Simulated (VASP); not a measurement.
**Sb: single point with r2SCAN**

Crystal: Sb.

```
Sb
1.0
     2.12509    1.22692    3.70721
    -2.12509    1.22692    3.70721
     0.00000   -2.45384    3.70721
Sb
2
Direct
  0.76651 0.76651 0.76651
  0.23349 0.23349 0.23349
```

```
Program                : VASP 6.6.1
Task                   : single point
Functional             : r2SCAN
Potentials or basis    : VASP PAW PBE potentials, release 64 (Sb_d_GW)
Cutoff                 : 550 eV
k mesh                 : 8 × 8 × 8
Occupations            : fermi-dirac, width 0.05 eV
Spin                   : no spin polarisation
Dipole correction      : no
Further INCAR settings : ALGO = Normal; EDIFF = 1e-06; NBANDS = 22
```

| Property | Result |
| --- | --- |
| Pressure | 4.4 GPa |
| Largest force | 0.239 eV/Å |
| Band gap on the k mesh | zero (bands 15 and 16 overlap by 0.23 eV) |

Forces in eV/Å, atoms in the order of the input:
```
Sb   0.000  0.000 -0.239
Sb   0.000  0.000  0.239
```

Stress tensor (GPa, compression positive):
```
4.68 0.00 0.00
0.00 4.68 0.00
0.00 0.00 3.89
```

Levels at points of the mesh, in eV from the Fermi level:
| k point | band 12 | band 13 | band 14 | band 15 | band 16 | band 17 | band 18 | band 19 |
| --- | --- | --- | --- | --- | --- | --- | --- | --- |
| (0.00, 0.00, 0.00) | -4.75 | -2.57 | -2.27 | -2.27 | 2.02 | 2.69 | 2.69 | 5.27 |
| (0.50, 0.00, 0.00) | -10.46 | -2.42 | -2.28 | -0.57 | -0.20 | 0.16 | 0.27 | 8.04 |
| (0.50, 0.50, 0.00) | -8.56 | -6.12 | -4.40 | -4.30 | 1.42 | 5.23 | 5.89 | 7.56 |
| (0.50, 0.50, 0.50) | -9.78 | -1.72 | -1.72 | -0.40 | -0.15 | -0.15 | 1.19 | 7.48 |

It took 3.4 min on 1 thread of Intel(R) Xeon(R) Platinum 8488C (Sapphire Rapids), on a shared host, peak memory 0.27 GiB.

Caveat: the cell stands under pressure; the PAW data sets were made with another functional, which shifts forces and pressure a little; spin-orbit coupling is left out, which moves the levels of the heavy elements.
